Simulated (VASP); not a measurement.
# BN: single point with PBE

Crystal: BN.

```
CELL_PARAMETERS angstrom
3.62470 0.00000 0.00000
0.00000 -3.62470 0.00000
0.00000 0.00000 -3.62470
ATOMIC_POSITIONS crystal
B 0.00000 0.00000 0.00000
B 0.50000 0.50000 0.00000
B 0.50000 0.00000 0.50000
B 0.00000 0.50000 0.50000
N 0.75000 0.75000 0.75000
N 0.25000 0.25000 0.75000
N 0.25000 0.75000 0.25000
N 0.75000 0.25000 0.25000
```

| Property | Result |
| --- | --- |
| Program | VASP 6.6.1 |
| Task | single point |
| Functional | PBE |
| Potentials or basis | VASP PAW PBE potentials, release 64 (B, N) |
| Cutoff | 600 eV |
| k mesh | 6 × 6 × 6 |
| Occupations | gaussian, width 0.05 eV |
| Spin | no spin polarisation |
| Dipole correction | no |
| Further INCAR settings | ALGO = Normal; EDIFF = 1e-06; NBANDS = 26 |

The pressure is 0.0 GPa and the band gap on the k mesh is 4.45 eV.

Levels at points of the mesh, in eV from the valence-band top:
```
           k point  band 12  band 13  band 14  band 15  band 16  band 17  band 18  band 19  band 20  band 21
(0.00, 0.00, 0.00)    -4.86    -4.86     0.00     0.00     0.00     4.45     4.45     4.45     8.78     8.78
(0.50, 0.00, 0.00)    -3.97    -2.99    -2.99    -2.99    -2.99     6.76     6.76     9.56     9.56    11.47
(0.50, 0.50, 0.00)    -5.55    -2.08    -2.08    -2.08    -2.08     9.68     9.68     9.68     9.68    12.10
(0.50, 0.50, 0.50)    -1.92    -1.92    -1.92    -1.92    -1.92    10.04    10.04    10.04    10.04    10.66
```

Run time: 24 s on 1 thread of Intel(R) Xeon(R) Platinum 8259CL CPU @ 2.50GHz (Skylake/Cascade Lake), on a shared host, peak memory 0.17 GiB.

A k mesh can miss the band edges.
